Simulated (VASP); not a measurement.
A run of VASP 6.6.1 is set up as follows.

File INCAR:

```
SYSTEM = CoMo
PREC = Accurate
ENCUT = 520
EDIFF = 1E-7
ISMEAR = -1
SIGMA = 0.05
LREAL = .False.
LASPH = .True.
NELM = 150
ALGO = Normal
ISIF = 2
LWAVE = .False.
LCHARG = .True.
ISPIN = 2
MAGMOM = 2 0
LORBIT = 11
LMAXMIX = 4
LELF = .True.
LVHAR = .True.
NBANDS = 22
```

File KPOINTS:

```
regular mesh
0
Gamma
  14 14 8
  0 0 0
```

The input POSCAR:

```
CoMo
1.0
    2.7391149048      0.0000000000      0.0000000000
   -1.3695574524      2.3721430914      0.0000000000
    0.0000000000      0.0000000000      4.2522140935
Co Mo
1 1
Direct
    0.6666666667      0.3333333333      0.5000000000
    0.3333333333      0.6666666667      0.0000000000
```

Potentials or basis: VASP PAW LDA potentials, release 64 (Co, Mo_sv).

The run is started by

```bash
$ cat potpaw_LDA.64/Co/POTCAR potpaw_LDA.64/Mo_sv/POTCAR > POTCAR
$ mpirun -np 1 vasp_std > vasp.out
```

(1) What does it give for the net moment?

(2) Estimate the pressure.

(3) Predict the site moments.

## Answers

(1) 0.41 μB per cell.

(2) -22.2 GPa.

(3) Co +0.47; Mo -0.04 μB.

Caveat: the cell stands under tension.
